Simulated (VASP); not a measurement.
Here is a VASP 6.6.1 calculation.

INCAR

```
PREC = Accurate
ENCUT = 520
EDIFF = 1E-7
ISMEAR = 0
SIGMA = 0.01
LREAL = False
LASPH = True
NELM = 80
ALGO = Normal
ISIF = 2
LWAVE = False
LCHARG = True
GGA = PE
LELF = True
LVHAR = True
NBANDS = 16
```

The input KPOINTS:

```
Automatic mesh
0
Gamma
  12 12 4
```

The input POSCAR:

```
BN
1.0
    2.5121221233      0.0000000000      0.0000000000
   -1.2560610616      2.1755615762      0.0000000000
    0.0000000000      0.0000000000      8.5179557531
B N
2 2
Direct
    0.0000000000      0.0000000000      0.5000000000
    0.3333333333      0.6666666667      0.0000000000
    0.3333333333      0.6666666667      0.5000000000
    0.6666666667      0.3333333333      0.0000000000
```

Potentials or basis: VASP PAW PBE potentials, release 64 (B, N).

The run is started by

```bash
$ cat potpaw_PBE.64/B/POTCAR potpaw_PBE.64/N/POTCAR > POTCAR
$ mpirun -np 1 vasp_std > vasp.out
```

Question: Estimate the pressure.

Answer: 0.0 GPa.

Question: What does it give for the band gap on the k mesh?

Answer: 4.35 eV (least direct gap 4.65 eV).

Stress tensor (GPa, compression positive):
```
 0.13  0.00  0.00
 0.00  0.13  0.00
 0.00  0.00 -0.11
```

Caveat: this functional lacks dispersion, which binds the layers, so the pressure and a relaxed spacing across them are unreliable. A k mesh can miss the band edges.
